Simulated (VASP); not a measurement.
The system is CaO.

```
Ca O
1.0
     3.31994    0.00000    0.00000
    -1.65997    2.87515    0.00000
     0.00000    0.00000    5.81431
Ca O
2 2
Direct
  0.00000 0.00000 0.00000
  0.00000 0.00000 0.50000
  0.33333 0.66667 0.25000
  0.66667 0.33333 0.75000
```

Program: VASP 6.6.1. Alike in all runs: task single point; no spin polarisation; cell as given; k mesh 12 × 12 × 4; cutoff (eV) 520; smearing gaussian 0.01 eV.

Problem. Order these runs on this cell by their band gap on the k mesh, lowest first.
A. level LDA; potentials or basis VASP PAW LDA potentials, release 64 (Ca_sv, O)
B. level PBE; potentials or basis VASP PAW PBE potentials, release 64 (Ca_sv, O)
C. level r2SCAN; potentials or basis VASP PAW PBE potentials, release 64 (Ca_sv, O)

Solution. A (3.66 eV), B (3.83 eV), C (4.40 eV).

Caveats: the cell stands under tension (at least some runs).

A k mesh can miss the band edges.
